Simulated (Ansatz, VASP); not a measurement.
**BP in VASP and in Ansatz**

POSCAR

```
BP
1.0
    0.0000000000      2.2840269280      2.2840269280
    2.2840269280      0.0000000000      2.2840269280
    2.2840269280      2.2840269280      0.0000000000
P B
1 1
Direct
    0.7500000000      0.7500000000      0.7500000000
    0.0000000000      0.0000000000      0.0000000000
```

File INCAR.step1:

```
PREC     = Accurate       # precision mode
ENCUT    = 1000           # plane-wave cutoff, eV
EDIFF    = 1E-5           # SCF threshold, eV
ISMEAR   = -1             # smearing method
SIGMA    = 0.05           # smearing width, eV
LREAL    = F              # projectors in reciprocal space
LASPH    = T              # aspherical terms in the spheres
NELM     = 120            # most SCF steps
ALGO     = Normal         # electronic algorithm
ISIF     = 2              # what is computed and relaxed
LWAVE    = T              # write WAVECAR
LCHARG   = F              # write CHGCAR
NBANDS   = 11             # bands
GGA      = PE             # functional
GGA_COMPAT= F
```

Contents of INCAR.step2:

```
PREC     = Accurate       # precision mode
ENCUT    = 1000           # plane-wave cutoff, eV
EDIFF    = 1E-6           # SCF threshold, eV
ISMEAR   = -1             # smearing method
SIGMA    = 0.05           # smearing width, eV
LREAL    = F              # projectors in reciprocal space
LASPH    = T              # aspherical terms in the spheres
NELM     = 120            # most SCF steps
ALGO     = Normal         # electronic algorithm
ISIF     = 2              # what is computed and relaxed
LWAVE    = F              # write WAVECAR
LCHARG   = F              # write CHGCAR
GGA      = PE             # functional
LHFCALC  = T              # exact exchange
AEXX     = 1.0            # exact-exchange fraction
ALDAC    = 0.0          
AGGAC    = 0.0          
PRECFOCK = Normal       
NBANDS   = 11             # bands
ISTART   = 1            
GGA_COMPAT= F
```

Contents of KPOINTS:

```
Automatic mesh
0
Gamma
  5 5 5
```

input.yaml

```yaml
crystal:
  lattice:
    - [0.0, 2.284026928, 2.284026928]
    - [2.284026928, 0.0, 2.284026928]
    - [2.284026928, 2.284026928, 0.0]
  atoms:
    - { symbol: P, position: [0.75, 0.75, 0.75] }
    - { symbol: B, position: [0.0, 0.0, 0.0] }
hamiltonian:
  xc: hf
  pseudopotentials: { kind: paw }
kpoints:
  mp_grid: { grid: [5, 5, 5] }
scf:
  occupations: { method: fermi_dirac, width: 0.05 }
output:
  forces: true
  stress: true
  eigenvalues: true
```

Alike in both runs: task single point; functional HF; k mesh 5 × 5 × 5; occupations fermi-dirac, width 0.05 eV; no spin polarisation.

|  | VASP | Ansatz |
| --- | --- | --- |
| version | VASP 6.6.1 | Ansatz 0.2.0 |
| potentials or method | VASP PAW PBE potentials, release 64 (P, B_h) | Ansatz PAW |
| plane-wave cutoff (eV) | 1000 | 420 |
| valence electrons in the cell | 8 | 8 |

VASP gave:

```
gap on the k mesh at the Fermi level (eV) : 8.08
least direct gap on the mesh (eV)         : 10.91
```

Q: What did Ansatz give for the same quantities?

A: gap on the k mesh at the Fermi level (eV): 7.94; least direct gap on the mesh (eV): 10.75.

VASP's potentials were made for PBE, not for HF.

The k mesh is coarse, so the values compare programs but aren't converged. Noted on Ansatz's run: odd divisions of the mesh miss points on the zone boundary, where band edges often lie, so the gap on the mesh can be too wide.
